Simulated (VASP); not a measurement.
# Al2Au (Fm-3m) in VASP: notebook

Al2Au is run at these levels: r2SCAN; tasks: relaxation of the atoms.

Program: VASP 6.6.1. These are calculated values, not measurements. Logs are shortened: lines on timing, memory, paths and dates and some standing lists are left out, and cuts for length are marked.

## (1) The cell of the first run

Symmetry: Fm-3m, No. 225, cubic system. The conventional cell has a = 6.090 Å, b = 6.090 Å, c = 6.090 Å, α = 90.00°, β = 90.00°, γ = 90.00°. Al (site symmetry -43m) has 4 Au at 2.64 Å and 6 Al at 3.04 Å within 3.5 Å. Au (site symmetry m-3m) has 8 Al at 2.64 Å within 3.5 Å.

## (2) Relaxation of the atoms, r2SCAN

File POSCAR:

```
Al2Au
1.0
    0.0000000000      3.0448685500      3.0448685500
    3.0448685500      0.0000000000      3.0448685500
    3.0448685500      3.0448685500      0.0000000000
Al Au
2 1
Direct
    0.2500000000      0.2500000000      0.2500000000
    0.7500000000      0.7500000000      0.7500000000
    0.0000000000      0.0000000000      0.0000000000
```

File INCAR.step1:

```
SYSTEM = Al2Au
PREC = Accurate ; ENCUT = 520
ISMEAR = -1 ; SIGMA = 0.1
LREAL = .False. ; LASPH = .True.
NELM = 80 ; GGA = PE
ALGO = Normal ; EDIFF = 1E-4
LWAVE = .True. ; LCHARG = .False.
```

File INCAR.step2:

```
SYSTEM = Al2Au
PREC = Accurate ; ENCUT = 520
EDIFF = 1E-6 ; ISMEAR = -1
SIGMA = 0.1 ; LREAL = .False.
LASPH = .True. ; NELM = 80
ALGO = Normal ; ISIF = 2
LWAVE = .False. ; LCHARG = .False.
METAGGA = R2SCAN ; LMIXTAU = .True.
IBRION = 2 ; NSW = 50
EDIFFG = -0.01 ; ISTART = 1
```

File KPOINTS:

```
Automatic mesh
0
Gamma
  10 10 10
  0 0 0
```

Potentials or basis: VASP PAW PBE potentials, release 64 (Al, Au).

Launch:

```console
cat potpaw_PBE.64/Al/POTCAR potpaw_PBE.64/Au/POTCAR > POTCAR
cp INCAR.step1 INCAR
mpirun -np 1 vasp_std > vasp.out
cp INCAR.step2 INCAR
mpirun -np 1 vasp_std > vasp.out
```

OUTCAR:

```text
SYSTEM = Al2Au
   PREC = Accurate
   ENCUT = 520
   EDIFF = 1E-6
   ISMEAR = -1
   LREAL = .False.
   LASPH = .True.
   NELM = 80
   ISIF = 2
   METAGGA = R2SCAN
   IBRION = 2
   NSW = 50
   EDIFFG = -0.01
   ISTART = 1

 ion  position               nearest neighbor table
   1  0.250  0.250  0.250-   3 2.64   3 2.64   3 2.64   3 2.64   2 3.04   2 3.04   2 3.04   2 3.04
                             2 3.04   2 3.04
   2  0.750  0.750  0.750-   3 2.64   3 2.64   3 2.64   3 2.64   1 3.04   1 3.04   1 3.04   1 3.04
                             1 3.04   1 3.04
   3  0.000  0.000  0.000-   2 2.64   2 2.64   2 2.64   1 2.64   1 2.64   1 2.64   2 2.64   1 2.64

  LATTYP: Found a face centered cubic cell.
 ALAT       =     6.0897371000

  Lattice vectors:

 A1 = (   0.0000000000,   3.0448685500,   3.0448685500)
 A2 = (   3.0448685500,   0.0000000000,   3.0448685500)
 A3 = (   3.0448685500,   3.0448685500,   0.0000000000)

Analysis of symmetry for initial positions (statically):
=====================================================================
 Subroutine PRICEL returns:
 Original cell was already a primitive cell.

 Routine SETGRP: Setting up the symmetry group for a
 face centered cubic supercell.

 Subroutine GETGRP returns: Found 48 space group operations
 (whereof 48 operations were pure point group operations)
 out of a pool of 48 trial point group operations.

The static configuration has the point symmetry O_h .

Analysis of symmetry for dynamics (positions and initial velocities):
=====================================================================
 Subroutine PRICEL returns:
 Original cell was already a primitive cell.

 Routine SETGRP: Setting up the symmetry group for a
 face centered cubic supercell.

 Subroutine GETGRP returns: Found 48 space group operations
 (whereof 48 operations were pure point group operations)
 out of a pool of 48 trial point group operations.

The dynamic configuration has the point symmetry O_h .

 Subroutine INISYM returns: Found 48 space group operations
 (whereof 48 operations are pure point group operations),
 and found     1 'primitive' translations

----------------------------------------------------------------------------------------

                                     Primitive cell

  volume of cell :      56.4593

  direct lattice vectors                    reciprocal lattice vectors
     0.000000000  3.044868550  3.044868550    -0.164210701  0.164210701  0.164210701
     3.044868550  0.000000000  3.044868550     0.164210701 -0.164210701  0.164210701
     3.044868550  3.044868550  0.000000000     0.164210701  0.164210701 -0.164210701

  length of vectors
     4.306094399  4.306094399  4.306094399     0.284421278  0.284421278  0.284421278

  position of ions in fractional coordinates (direct lattice)
     0.250000000  0.250000000  0.250000000
     0.750000000  0.750000000  0.750000000
     0.000000000  0.000000000  0.000000000

  ion indices of the primitive-cell ions
   primitive index   ion index
                 1           1
                 2           2
                 3           3

----------------------------------------------------------------------------------------

 KPOINTS: Automatic mesh

Automatic generation of k-mesh.
 Grid dimensions read from file:
 generate k-points for:   10   10   10

 Generating k-lattice:

  Cartesian coordinates                     Fractional coordinates (reciprocal lattice)
    -0.016421070  0.016421070  0.016421070     0.100000000  0.000000000  0.000000000
     0.016421070 -0.016421070  0.016421070     0.000000000  0.100000000  0.000000000
     0.016421070  0.016421070 -0.016421070     0.000000000  0.000000000  0.100000000

  Length of vectors
     0.028442128  0.028442128  0.028442128

  Shift w.r.t. Gamma in fractional coordinates (k-lattice)
     0.000000000  0.000000000  0.000000000

 Subroutine IBZKPT returns following result:
 ===========================================

 Found     47 irreducible k-points:

 Following reciprocal coordinates:
            Coordinates               Weight
  0.000000  0.000000  0.000000      1.000000
  0.100000  0.000000  0.000000      8.000000
  0.200000  0.000000  0.000000      8.000000
  0.300000  0.000000  0.000000      8.000000
  0.400000  0.000000  0.000000      8.000000
  0.500000  0.000000  0.000000      4.000000
[... 16 lines left out ...]
  0.300000  0.300000  0.000000      6.000000
  0.400000  0.300000  0.000000     24.000000
 [... further k-points ...]
   k-points           NKPTS =     47   k-points in BZ     NKDIM =     47   number of bands    NBANDS=     12
   number of dos      NEDOS =    301   number of ions     NIONS =      3
   total plane-waves  NPLWV =  32768
   dimension x,y,z NGX =    32 NGY =   32 NGZ =   32
   dimension x,y,z NGXF=    64 NGYF=   64 NGZF=   64
   ions per type =               2   1
   NGX,Y,Z   is equivalent  to a cutoff of  12.35, 12.35, 12.35 a.u.
[... 82 lines left out ...]
  band No.  band energies     occupation
      1      -3.4276      2.00000
      2       0.4740      2.00000
      3       0.5493      2.00000
      4       0.5493      2.00000
      5       1.4638      2.00000
      6       1.4638      2.00000
      7       8.3568      0.00002
      8       9.7033      0.00000
      9       9.7033      0.00000
     10       9.9218      0.00000
     11      11.7436      0.00000
     12      11.7436      0.00000

 k-point     3 :       0.2000    0.0000    0.0000
  band No.  band energies     occupation
      1      -3.0371      2.00000
      2       0.3771      2.00000
      3       0.6309      2.00000
      4       0.6309      2.00000
      5       1.4606      2.00000
      6       1.4606      2.00000
      7       6.1804      1.99992
      8       8.9327      0.00000
      9       8.9327      0.00000
     10      10.1244      0.00000
     11      11.9229      0.00000
     12      11.9229      0.00000

 k-point     4 :       0.3000    0.0000    0.0000
  band No.  band energies     occupation
      1      -2.4362      2.00000
      2       0.3033      2.00000
      3       0.7116      2.00000
      4       0.7116      2.00000
      5       1.4933      2.00000
      6       1.4933      2.00000
      7       4.2007      2.00000
      8       8.2407      0.00006
      9       8.2407      0.00006
     10      10.3701      0.00000
     11      11.5199      0.00000
     12      11.5199      0.00000

 k-point     5 :       0.4000    0.0000    0.0000
  band No.  band energies     occupation
      1      -1.7790      2.00000
      2       0.3917      2.00000
      3       0.7534      2.00000
      4       0.7534      2.00000
      5       1.5596      2.00000
      6       1.5596      2.00000
      7       2.5477      2.00000
      8       7.7469      0.00818
      9       7.7469      0.00818
     10      10.6244      0.00000
     11      11.2508      0.00000
     12      11.2993      0.00000
[... 228 lines left out ...]
      1      -1.5401      2.00000
      2       0.1801      2.00000
      3       0.8125      2.00000
      4       0.9164      2.00000
      5       1.3966      2.00000
      6       1.5934      2.00000
      7       3.3782      2.00000
      8       5.0479      2.00000
      9       7.5876      0.03959
     10      10.1197      0.00000
     11      11.9034      0.00000
     12      12.3563      0.00000

 k-point    22 :      -0.2000    0.2000    0.0000
  band No.  band energies     occupation
      1      -2.2097      2.00000
      2       0.2085      2.00000
      3       0.7622      2.00000
      4       0.8117      2.00000
      5       1.3570      2.00000
      6       1.5952      2.00000
      7       4.7774      2.00000
      8       5.5161      2.00000
      9       8.4492      0.00001
     10      10.6556      0.00000
     11      11.6851      0.00000
     12      11.8036      0.00000

 k-point    23 :       0.3000    0.3000    0.0000
  band No.  band energies     occupation
      1      -1.9851      2.00000
      2       0.0506      2.00000
      3       0.9676      2.00000
      4       0.9676      2.00000
      5       1.1289      2.00000
      6       1.6645      2.00000
      7       5.1071      2.00000
      8       6.2279      1.99988
      9       6.2279      1.99988
     10       8.7050      0.00000
     11      10.0521      0.00000
     12      15.0308      0.00000

 k-point    24 :       0.4000    0.3000    0.0000
  band No.  band energies     occupation
      1      -1.3847      2.00000
      2      -0.0269      2.00000
      3       0.9180      2.00000
      4       1.0781      2.00000
      5       1.2733      2.00000
      6       1.6957      2.00000
      7       3.8565      2.00000
      8       5.5105      2.00000
      9       5.8427      2.00000
     10       8.9393      0.00000
     11      10.1902      0.00000
     12      14.3146      0.00000

 [... further k-points ...]

------------------------ aborting loop because EDIFF is reached ----------------------------------------

  FORCE on cell =-STRESS in cart. coord.  units (eV):
  Direction    XX          YY          ZZ          XY          YZ          ZX
  --------------------------------------------------------------------------------------
  -------------------------------------------------------------------------------------
  Total       -1.5841788     -1.5841788     -1.5841788      0.0000000      0.0000000     -0.0000000
  in kB      -44.9551179    -44.9551179    -44.9551179      0.0000000      0.0000000     -0.0000000
  external PRESSURE =     -44.9551179 kB  Pullay stress =       0.0000000 kB

 VOLUME and BASIS-vectors are now :
 -----------------------------------------------------------------------------
  energy-cutoff  :      520.00
  volume of cell :       56.46
      direct lattice vectors                 reciprocal lattice vectors
     0.000000000  3.044868550  3.044868550    -0.164210701  0.164210701  0.164210701
     3.044868550  0.000000000  3.044868550     0.164210701 -0.164210701  0.164210701
     3.044868550  3.044868550  0.000000000     0.164210701  0.164210701 -0.164210701

 POSITION                                       TOTAL-FORCE (eV/Angst)
 -----------------------------------------------------------------------------------
      1.52243      1.52243      1.52243         0.000000      0.000000      0.000000
      4.56730      4.56730      4.56730        -0.000000     -0.000000     -0.000000
      0.00000      0.00000      0.00000         0.000000      0.000000      0.000000
 -----------------------------------------------------------------------------------
    total drift:                                0.000000     -0.000000      0.000000

  FREE ENERGIE OF THE ION-ELECTRON SYSTEM (eV)
  ---------------------------------------------------
  free  energy   TOTEN  =       -65.5229801994 eV

  energy  without entropy=      -65.4954311485  energy(sigma->0) =      -65.50920567

 reached required accuracy - stopping structural energy minimisation
```

Wall time 1.9 min (1 thread of Intel Xeon 8259CL, shared host); peak memory 0.21 GiB.

What came out:

| Item | Value |
| --- | --- |
| Free energy | -65.5230 eV |
| Pressure after relaxing | -4.5 GPa |
| Band gap on the k mesh | zero (an odd number of electrons rules out a gap without spin polarisation) |

Final structure:
```
Al Au
1.0
     0.00000    3.04487    3.04487
     3.04487    0.00000    3.04487
     3.04487    3.04487    0.00000
Al Au
2 1
Direct
  0.25000 0.25000 0.25000
  0.75000 0.75000 0.75000
  0.00000 0.00000 0.00000
```

Caveat: the relaxation stopped at its first step, so nothing moved; the PAW data sets were made with another functional, which shifts forces and pressure a little; spin-orbit coupling is left out, which moves the levels of the heavy elements.

## (3) Relaxation of the atoms, r2SCAN

This run uses another cell than the first one, of 18.10 Å³/atom.

File POSCAR:

```
Al2Au
1.0
    0.0000000000      3.0053203300      3.0053203300
    3.0053203300      0.0000000000      3.0053203300
    3.0053203300      3.0053203300      0.0000000000
Al Au
2 1
Direct
    0.2500000000      0.2500000000      0.2500000000
    0.7500000000      0.7500000000      0.7500000000
    0.0000000000      0.0000000000      0.0000000000
```

File INCAR.step1:

```
ALGO     = Normal         # electronic algorithm
EDIFF    = 1E-4           # SCF threshold, eV
ENCUT    = 520            # plane-wave cutoff, eV
GGA      = PE             # functional
ISMEAR   = -1             # smearing method
LASPH    = True           # aspherical terms in the spheres
LCHARG   = False          # write CHGCAR
LREAL    = False          # projectors in reciprocal space
LWAVE    = True           # write WAVECAR
NELM     = 60             # most SCF steps
PREC     = Accurate       # precision mode
SIGMA    = 0.1            # smearing width, eV
```

File INCAR.step2:

```
ALGO     = Normal         # electronic algorithm
EDIFF    = 1E-6           # SCF threshold, eV
EDIFFG   = -0.01          # ionic threshold
ENCUT    = 520            # plane-wave cutoff, eV
IBRION   = 2              # ionic algorithm
ISIF     = 2              # what is computed and relaxed
ISMEAR   = -1             # smearing method
ISTART   = 1            
LASPH    = True           # aspherical terms in the spheres
LCHARG   = False          # write CHGCAR
LMIXTAU  = True         
LREAL    = False          # projectors in reciprocal space
LWAVE    = False          # write WAVECAR
METAGGA  = R2SCAN         # meta-GGA
NELM     = 60             # most SCF steps
NSW      = 50             # ionic steps
PREC     = Accurate       # precision mode
SIGMA    = 0.1            # smearing width, eV
```

File KPOINTS:

```
k-points
0
Gamma
  10 10 10
```

Potentials or basis: VASP PAW PBE potentials, release 64 (Al, Au).

Launch:

```console
cat potpaw_PBE.64/Al/POTCAR potpaw_PBE.64/Au/POTCAR > POTCAR
cp INCAR.step1 INCAR
mpirun -np 1 vasp_std > vasp.out
cp INCAR.step2 INCAR
mpirun -np 1 vasp_std > vasp.out
```

Wall time 46 s (1 thread of Intel Xeon 6975P-C (Granite Rapids), shared host); peak memory 0.2 GiB.

The run converged. Its results:

| Quantity | Value |
| --- | --- |
| Free energy | -65.5565 eV |
| Pressure after relaxing | -0.3 GPa |
| Band gap on the k mesh | zero (an odd number of electrons rules out a gap without spin polarisation) |

Final structure:
```
Al Au
1.0
     0.00000    3.00532    3.00532
     3.00532    0.00000    3.00532
     3.00532    3.00532    0.00000
Al Au
2 1
Cartesian
  1.5027 1.5027 1.5027
  4.5080 4.5080 4.5080
  0.0000 0.0000 0.0000
```

Levels at points of the mesh, in eV from the Fermi level:
```csv
k point,band 6,band 7,band 8,band 9,band 10,band 11,band 12
"(0.00, 0.00, 0.00)",-5.90,2.87,3.06,3.06,3.06,4.17,4.17
"(0.50, 0.00, 0.00)",-5.76,-5.70,0.35,0.35,3.82,4.04,4.10
"(0.50, 0.50, 0.00)",-5.57,-5.28,-2.23,-2.23,1.56,2.39,8.03
```

Caveat: the relaxation stopped at its first step, so nothing moved; the PAW data sets were made with another functional, which shifts forces and pressure a little; spin-orbit coupling is left out, which moves the levels of the heavy elements.

## (4) Relaxation of the atoms, r2SCAN

This run uses another cell than the first one, of 18.46 Å³/atom.

File POSCAR:

```
Al2Au
1.0
    0.0000000000      3.0252236900      3.0252236900
    3.0252236900      0.0000000000      3.0252236900
    3.0252236900      3.0252236900      0.0000000000
Al Au
2 1
Direct
    0.2500000000      0.2500000000      0.2500000000
    0.7500000000      0.7500000000      0.7500000000
    0.0000000000      0.0000000000      0.0000000000
```

File INCAR.step1:

```
SYSTEM = Al2Au
  PREC = Accurate
  ENCUT = 520
  ISMEAR = -1
  SIGMA = 0.1
  LREAL = .FALSE.
  LASPH = .TRUE.
  NELM = 60
  GGA = PE
  ALGO = Normal
  EDIFF = 1E-4
  LWAVE = .TRUE.
  LCHARG = .FALSE.
```

File INCAR.step2:

```
SYSTEM = Al2Au
  PREC = Accurate
  ENCUT = 520
  EDIFF = 1E-6
  ISMEAR = -1
  SIGMA = 0.1
  LREAL = .FALSE.
  LASPH = .TRUE.
  NELM = 60
  ALGO = Normal
  ISIF = 2
  LWAVE = .FALSE.
  LCHARG = .FALSE.
  METAGGA = R2SCAN
  LMIXTAU = .TRUE.
  IBRION = 2
  NSW = 50
  EDIFFG = -0.01
  ISTART = 1
```

File KPOINTS:

```
Automatic mesh
0
G
  10 10 10
  0 0 0
```

Launch:

```console
cat potpaw_PBE.64/Al/POTCAR potpaw_PBE.64/Au/POTCAR > POTCAR
cp INCAR.step1 INCAR
mpirun -np 1 vasp_std > vasp.out
cp INCAR.step2 INCAR
mpirun -np 1 vasp_std > vasp.out
```

Run time: 47 s. Hardware: 1 thread of Intel Xeon 6975P-C (Granite Rapids), shared host; peak memory 0.2 GiB.

It converged, with:

```yaml
Free_energy: -65.5468 eV
Pressure_after_relaxing: -2.5 GPa
Band_gap_on_the_k_mesh: zero (an odd number of electrons rules out a gap without spin polarisation)
```

Final structure:
```
Al Au
1.0
     0.00000    3.02522    3.02522
     3.02522    0.00000    3.02522
     3.02522    3.02522    0.00000
Al Au
2 1
Direct
  0.25000 0.25000 0.25000
  0.75000 0.75000 0.75000
  0.00000 0.00000 0.00000
```

Levels at points of the mesh, in eV from the Fermi level:
```csv
k point,band 5,band 6,band 7,band 8,band 9,band 10,band 11,band 12
"(0.00, 0.00, 0.00)",-5.81,-5.81,2.72,3.05,3.05,3.05,4.08,4.08
"(0.50, 0.00, 0.00)",-5.68,-5.68,-5.63,0.36,0.36,3.77,3.88,4.03
"(0.50, 0.50, 0.00)",-5.95,-5.50,-5.21,-2.18,-2.18,1.44,2.37,8.01
```

Caveat: the relaxation stopped at its first step, so nothing moved; the PAW data sets were made with another functional, which shifts forces and pressure a little; spin-orbit coupling is left out, which moves the levels of the heavy elements.

## (5) Overview

```csv
cell,gap on the mesh (eV),pressure (GPa)
"atoms relaxed from a = 4.306 Å, angles 60.0°, 3 atoms",none,-4.5
"atoms relaxed from a = 4.250 Å, angles 60.0°, 3 atoms",none,-0.3
"atoms relaxed from a = 4.278 Å, angles 60.0°, 3 atoms",none,-2.5
```

Alike in all rows: task relaxation of the atoms; level r2SCAN; potentials or basis VASP PAW PBE potentials, release 64 (Al, Au); no spin polarisation; k mesh 10 × 10 × 10; cutoff (eV) 520; smearing fermi-dirac 0.1 eV.

Caveats: the relaxation stopped at its first step, so nothing moved; the PAW data sets were made with another functional, which shifts forces and pressure a little; spin-orbit coupling is left out, which moves the levels of the heavy elements.

Total energies depend on the potentials used, so only differences within one code and one set of settings carry meaning.
